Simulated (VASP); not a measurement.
# CO2 (P4_2/mnm) in VASP: notebook

CO2 is run at these levels: PBEsol; tasks: relaxation of cell and atoms.

All numbers are computed with VASP 6.6.1; they aren't measurements. Logs are shortened: lines on timing, memory, paths and dates and some standing lists are left out, and cuts for length are marked.

## 1. The cell of the first run

It takes space group P4_2/mnm (No. 136, tetragonal). The conventional cell has a = 4.270 Å, b = 4.270 Å, c = 2.776 Å, α = 90.00°, β = 90.00°, γ = 90.00°. Within 2.4 Å of C (site symmetry mmm) lie 6 O at 1.82 to 1.84 Å. Within 2.4 Å of O (site symmetry m2m) lie 3 C at 1.82 to 1.84 Å and 1 O at 2.36 Å.

## 2. Relaxation of cell and atoms, PBEsol

The input, INCAR:

```
ALGO = Normal
EDIFF = 1E-6
EDIFFG = -0.02
ENCUT = 600
GGA = PS
IBRION = 2
ISIF = 3
ISMEAR = -1
LASPH = T
LCHARG = F
LREAL = F
LWAVE = F
NELM = 80
NSW = 60
PREC = Accurate
SIGMA = 0.02
```

The input, KPOINTS:

```
k-points
0
Gamma
  5 5 8
```

The input, POSCAR:

```
CO2
1.0
    4.2700000000      0.0000000000      0.0000000000
    0.0000000000      4.2700000000      0.0000000000
    0.0000000000      0.0000000000      2.7755000000
C O
2 4
Direct
    0.0000000000      0.0000000000      0.0000000000
    0.5000000000      0.5000000000      0.5000000000
    0.3050000000      0.3050000000      0.0000000000
    0.1950000000      0.8050000000      0.5000000000
    0.6950000000      0.6950000000      0.0000000000
    0.8050000000      0.1950000000      0.5000000000
```

Potentials or basis: VASP PAW PBE potentials, release 64 (C, O).

Started as:

```bash
$ cat potpaw_PBE.64/C/POTCAR potpaw_PBE.64/O/POTCAR > POTCAR
$ mpirun -np 1 vasp_std > vasp.out
```

OUTCAR:

```text
EDIFF = 1E-6
   EDIFFG = -0.02
   ENCUT = 600
   GGA = PS
   IBRION = 2
   ISIF = 3
   ISMEAR = -1
   LASPH = T
   LREAL = F
   NELM = 80
   NSW = 60
   PREC = Accurate

 ion  position               nearest neighbor table
   1  0.000  0.000  0.000-   4 1.82   6 1.82   4 1.82   6 1.82   5 1.84   3 1.84
   2  0.500  0.500  0.500-   3 1.82   5 1.82   3 1.82   5 1.82   4 1.84   6 1.84
   3  0.305  0.305  0.000-   2 1.82   2 1.82   1 1.84
   4  0.195  0.805  0.500-   1 1.82   1 1.82   2 1.84
   5  0.695  0.695  0.000-   2 1.82   2 1.82   1 1.84
   6  0.805  0.195  0.500-   1 1.82   1 1.82   2 1.84

  LATTYP: Found a simple tetragonal cell.
 ALAT       =     4.2700000000
 C/A-ratio  =     0.6500000000

  Lattice vectors:

 A1 = (   4.2700000000,   0.0000000000,   0.0000000000)
 A2 = (   0.0000000000,   4.2700000000,   0.0000000000)
 A3 = (   0.0000000000,   0.0000000000,   2.7755000000)

Analysis of symmetry for initial positions (statically):
=====================================================================
 Subroutine PRICEL returns:
 Original cell was already a primitive cell.

 Routine SETGRP: Setting up the symmetry group for a
 simple tetragonal supercell.

 Subroutine GETGRP returns: Found 16 space group operations
 (whereof  8 operations were pure point group operations)
 out of a pool of 16 trial point group operations.

The static configuration has the point symmetry D_2h.
 The point group associated with its full space group is D_4h.

Analysis of symmetry for dynamics (positions and initial velocities):
=====================================================================
 Subroutine PRICEL returns:
 Original cell was already a primitive cell.

 Routine SETGRP: Setting up the symmetry group for a
 simple tetragonal supercell.

 Subroutine GETGRP returns: Found 16 space group operations
 (whereof  8 operations were pure point group operations)
 out of a pool of 16 trial point group operations.

The dynamic configuration has the point symmetry D_2h.
 The point group associated with its full space group is D_4h.

 Subroutine INISYM returns: Found 16 space group operations
 (whereof  8 operations are pure point group operations),
 and found     1 'primitive' translations

----------------------------------------------------------------------------------------

                                     Primitive cell

  volume of cell :      50.6054

  direct lattice vectors                    reciprocal lattice vectors
     4.270000000  0.000000000  0.000000000     0.234192037  0.000000000  0.000000000
     0.000000000  4.270000000  0.000000000     0.000000000  0.234192037  0.000000000
     0.000000000  0.000000000  2.775500000     0.000000000  0.000000000  0.360295442
[... 112 lines left out ...]
     AMIX_MAG =   1.60;   BMIX_MAG =  1.00
  volume/ion in A,a.u.               =       8.43        56.92
  Fermi-wavevector in a.u.,A,eV,Ry     =   1.405160  2.655368 26.864365  1.974475
  Thomas-Fermi vector in A             =   2.527649
   LORBIT       =      0    0 simple, 1 ext, 2 COOP (PROOUT), +10 PAW based schemes
   GGA     = PS    functional components
   LHFCALC =     F    Hartree Fock is set to
   AEXX    =    0.0000 exact exchange contribution
   IVDW    =     0    specifies the selected vdW correction
   LEPSILON=     F    determine dielectric tensor
   LRPA    =     F    only Hartree local field effects (RPA)
 conjugate gradient relaxation of ions
 non-spin polarized calculation
  energy-cutoff  :      600.00
  volume of cell :       50.61
 maximum number of plane-waves:      1707
 NGX is ok and might be reduce to    36
   NGX = 17   NGY = 17   NGZ = 11

--------------------------------------- Ionic step        1  -------------------------------------------

 number of electron      32.0000020 magnetization

 Free energy of the ion-electron system (eV)
  ---------------------------------------------------
  ext. energy  EPLUGINS =         0.00000000
  ---------------------------------------------------
  free energy    TOTEN  =       -33.20481859 eV

  energy without entropy =      -33.20310184  energy(sigma->0) =      -33.20396021

------------------------ aborting loop because EDIFF is reached ----------------------------------------

  FORCE on cell =-STRESS in cart. coord.  units (eV):
  Direction    XX          YY          ZZ          XY          YZ          ZX
  --------------------------------------------------------------------------------------
  -------------------------------------------------------------------------------------
  Total      -12.8636106    -12.8636106    -21.6202859     -0.0000000      0.0000000      0.0000000
  in kB     -407.2644328   -407.2644328   -684.5024926     -0.0000000      0.0000000      0.0000000
  external PRESSURE =    -499.6771194 kB  Pullay stress =       0.0000000 kB
[... 101 lines left out ...]
  FREE ENERGIE OF THE ION-ELECTRON SYSTEM (eV)
  ---------------------------------------------------
  free  energy   TOTEN  =       -37.2885856832 eV

  energy  without entropy=      -37.2885856832  energy(sigma->0) =      -37.28858568

 E-fermi :   2.9500     XC(G=0): -11.0164

 val. band max:        2.4877737780   @ k =   0.2000   0.2000   0.0000
 cond. band min:       3.3989501533   @ k =   0.2000   0.2000   0.5000
 fundamental gap:      0.9111763753
 Fermi energy:         2.9500406155

 k-point     1 :       0.0000    0.0000    0.0000
  band No.  band energies     occupation
      1     -22.2255      2.00000
      2     -21.5778      2.00000
      3     -17.4789      2.00000
      4     -17.4789      2.00000
      5      -5.7765      2.00000
      6      -5.1732      2.00000
[... 541 lines left out ...]
     19       8.9578      0.00000
     20       8.9639      0.00000

 [... further k-points ...]

[... ionic steps 4 to 27 ...]

--------------------------------------- Ionic step       28  -------------------------------------------

 number of electron      32.0000001 magnetization

------------------------ aborting loop because EDIFF is reached ----------------------------------------
[... 75 lines left out ...]
--------------------------------------- Ionic step       30  -------------------------------------------

 number of electron      32.0000001 magnetization

 Free energy of the ion-electron system (eV)
  ---------------------------------------------------
  ext. energy  EPLUGINS =         0.00000000
  ---------------------------------------------------
  free energy    TOTEN  =       -39.82877866 eV

  energy without entropy =      -39.82877866  energy(sigma->0) =      -39.82877866

 E-fermi :   2.4961     XC(G=0): -10.7723

 val. band max:        2.0624060208   @ k =   0.2000   0.2000   0.0000
 cond. band min:       2.9223558760   @ k =   0.2000   0.2000   0.5000
 fundamental gap:      0.8599498553
 Fermi energy:         2.4961354149

 k-point     1 :       0.0000    0.0000    0.0000
  band No.  band energies     occupation
      1     -22.2866      2.00000
      2     -21.7091      2.00000
      3     -17.7405      2.00000
      4     -17.7405      2.00000
      5      -6.1047      2.00000
      6      -5.3502      2.00000
[... 576 lines left out ...]
  FREE ENERGIE OF THE ION-ELECTRON SYSTEM (eV)
  ---------------------------------------------------
  free  energy   TOTEN  =       -39.8287786585 eV

  energy  without entropy=      -39.8287786584  energy(sigma->0) =      -39.82877866

 reached required accuracy - stopping structural energy minimisation
```

OSZICAR:

```text
N       E                     dE             d eps       ncg     rms          rms(c)
DAV:   1     0.170197682942E+03    0.17020E+03   -0.19966E+04  1200   0.176E+03
DAV:   2    -0.235763882610E+02   -0.19377E+03   -0.18032E+03  1488   0.322E+02
DAV:   3    -0.359750410286E+02   -0.12399E+02   -0.12048E+02  1508   0.788E+01
DAV:   4    -0.362034106733E+02   -0.22837E+00   -0.22755E+00  1572   0.114E+01
[... 260 lines left out ...]
DAV:   1    -0.398287953248E+02   -0.81469E-04   -0.10867E-02  1200   0.870E-01    0.454E-02
DAV:   2    -0.398287848521E+02    0.10473E-04   -0.28797E-04  1316   0.134E-01    0.153E-02
DAV:   3    -0.398287799680E+02    0.48841E-05   -0.83580E-06  1388   0.255E-02    0.832E-03
DAV:   4    -0.398287787854E+02    0.11826E-05   -0.62881E-06  1252   0.192E-02    0.184E-03
DAV:   5    -0.398287786585E+02    0.12693E-06   -0.33833E-07   600   0.495E-03
  30 F= -.39828779E+02 E0= -.39828779E+02  d E =-.653644E-04
```

CONTCAR:

```text
CO2
   1.00000000000000
     4.9300215881023890    0.0000000000000000    0.0000000000000000
    -0.0000000000000000    4.9300215881023890    0.0000000000000000
     0.0000000000000000    0.0000000000000000    2.1441447269149472
  C               O
     2     4
Direct
     0.0000000000000000    0.0000000000000000    0.0000000000000000
     0.5000000000000000    0.5000000000000000    0.5000000000000000
     0.3573005869077457    0.3573005869077457    1.0000000000000000
     0.1426994130922544    0.8573005869077461    0.5000000000000000
     0.6426994130922540    0.6426994130922540    0.0000000000000000
     0.8573005869077460    0.1426994130922544    0.5000000000000000

  0.00000000E+00  0.00000000E+00  0.00000000E+00
  0.00000000E+00  0.00000000E+00  0.00000000E+00
  0.00000000E+00  0.00000000E+00  0.00000000E+00
  0.00000000E+00  0.00000000E+00  0.00000000E+00
  0.00000000E+00  0.00000000E+00  0.00000000E+00
  0.00000000E+00  0.00000000E+00  0.00000000E+00
```

Wall time 16 min (1 thread of Oxide Virtual Turin-like, shared host); peak memory 0.15 GiB.

What came out:

| Item | Value |
| --- | --- |
| Free energy | -39.8288 eV |
| Relaxed volume | 8.69 Å³/atom |
| Relaxed cell | a = 4.930 Å, b = 4.930 Å, c = 2.144 Å, α = 90.00°, β = 90.00°, γ = 90.00° |
| Space group after relaxing (to 0.05 Å) | P4_2/mnm (No. 136) |
| Energy gained by relaxing | 1104.0 meV/atom |
| Ionic steps | 30 |
| Pressure after relaxing | 0.0 GPa |
| Largest force after relaxing | 0.006 eV/Å |
| Band gap on the k mesh | 0.86 eV, indirect (least direct gap 1.35 eV) |

Forces on the atoms (eV/Å):
```
C    0.000  0.000  0.000
C    0.000  0.000  0.000
O    0.004  0.004  0.000
O   -0.004  0.004  0.000
O   -0.004 -0.004  0.000
O    0.004 -0.004  0.000
```

The path:
| step | energy change (eV) | largest force (eV/Å) | pressure (GPa) | volume (Å³) |
| --- | --- | --- | --- | --- |
| 1 | 0.0000 | 1.4556 | -49.97 | 50.61 |
| 2 | -3.9670 | 0.4617 | 31.44 | 33.61 |
| 3 | -4.0838 | 1.0064 | 8.43 | 35.35 |
| 4 | -4.8001 | 0.6612 | 31.06 | 35.27 |
| 5 | -4.8926 | 0.0437 | 50.15 | 35.14 |
| 6 | -5.1364 | 0.0210 | 47.96 | 36.06 |
| 7 | -5.5322 | 0.5407 | 47.43 | 38.83 |
| 8 | -6.0477 | 0.1821 | 25.54 | 41.06 |
| 9 | -6.3320 | 0.9828 | 2.82 | 44.24 |
| 10 | -6.3388 | 1.0988 | -0.30 | 44.78 |
| 11 | -6.3899 | 0.6287 | 0.25 | 45.27 |
| 12 | -6.4416 | 0.6852 | 2.19 | 46.54 |
| 13 | -6.4756 | 0.6745 | 2.63 | 46.95 |
| 14 | -6.5511 | 0.6579 | 4.19 | 48.18 |
| 15 | -6.5793 | 0.6973 | 8.23 | 50.63 |
| 16 | -6.5878 | 0.6933 | 7.01 | 49.93 |
| 17 | -6.6160 | 0.0067 | 2.65 | 50.80 |
| 18 | -6.6176 | 0.2159 | 1.34 | 51.08 |
| 19 | -6.6213 | 0.1142 | 0.38 | 51.31 |
| 20 | -6.6217 | 0.0723 | -0.02 | 51.41 |
| 21 | -6.6220 | 0.0242 | 0.23 | 51.42 |
| 22 | -6.6222 | 0.0506 | 0.62 | 51.44 |
| 23 | -6.6224 | 0.0428 | 0.65 | 51.48 |
| 24 | -6.6229 | 0.0195 | 0.71 | 51.59 |
| 25 | -6.6231 | 0.0255 | 0.84 | 51.81 |
| 26 | -6.6232 | 0.0089 | 0.80 | 51.73 |
| 27 | -6.6235 | 0.0200 | 0.53 | 51.84 |
| 28 | -6.6239 | 0.0489 | -0.17 | 52.12 |
| 29 | -6.6239 | 0.0470 | -0.11 | 52.10 |
| 30 | -6.6240 | 0.0063 | -0.03 | 52.11 |

Final structure:
```
C O
1.0
     4.93002    0.00000    0.00000
     0.00000    4.93002    0.00000
     0.00000    0.00000    2.14414
C O
2 4
Direct
  0.00000 0.00000 0.00000
  0.50000 0.50000 0.50000
  0.35730 0.35730 0.00000
  0.14270 0.85730 0.50000
  0.64270 0.64270 0.00000
  0.85730 0.14270 0.50000
```

Levels at points of the mesh, in eV from the valence-band top:
```csv
k point,band 12,band 13,band 14,band 15,band 16,band 17,band 18,band 19,band 20
"(0.00, 0.00, 0.00)",-2.34,-2.34,-1.43,0.00,0.00,5.19,5.40,5.40,7.87
"(0.00, 0.00, 0.50)",-2.34,-1.30,-1.30,-0.87,-0.87,1.67,1.67,5.53,5.53
```

Caveat: the PAW data sets were made with another functional, which shifts forces and pressure a little. A hybrid or GW would open this gap; PBEsol tends to underestimate it.

(Part 1 of 2 ends here.)
